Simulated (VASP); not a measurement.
A run of VASP 6.6.1:

File INCAR:

```
  PREC = Accurate
  ENCUT = 500
  EDIFF = 1E-6
  ISMEAR = -1
  SIGMA = 0.01
  LREAL = F
  LASPH = T
  NELM = 120
  ALGO = Normal
  ISIF = 2
  LWAVE = F
  LCHARG = F
  GGA = PE
  NBANDS = 49
  GGA_COMPAT = F
```

KPOINTS

```
Automatic mesh
0
Gamma
  8 8 2
```

File POSCAR:

```
CdI2
1.0
    4.2887031757      0.0000000000      0.0000000000
   -2.1443515879      3.7141258995      0.0000000000
    0.0000000000      0.0000000000     21.8468462900
Cd I
3 6
Direct
    0.6666666667      0.3333333333      0.3328669229
    0.3333333333      0.6666666667      0.6671330771
    0.0000000000      0.0000000000      0.0000000000
    0.3333333333      0.6666666667      0.0791775457
    0.3333333333      0.6666666667      0.4120259730
    0.6666666667      0.3333333333      0.9208224543
    0.6666666667      0.3333333333      0.5879740270
    0.0000000000      0.0000000000      0.2536783420
    0.0000000000      0.0000000000      0.7463216580
```

Potentials or basis: VASP PAW PBE potentials, release 64 (Cd, I).

The run is started by

```sh
$ cat potpaw_PBE.64/Cd/POTCAR potpaw_PBE.64/I/POTCAR > POTCAR
$ mpirun -np 1 vasp_std > vasp.out
```

Hardware: 1 thread of Oxide Virtual Turin-like Processor, with other jobs on the host.

**Question.** Estimate the wall time of this run.

**Answer.** It took 11 min on 1 thread of Oxide Virtual Turin-like Processor (shared host), peak memory 0.51 GiB. Counts: scf iterations 15, k points 20.
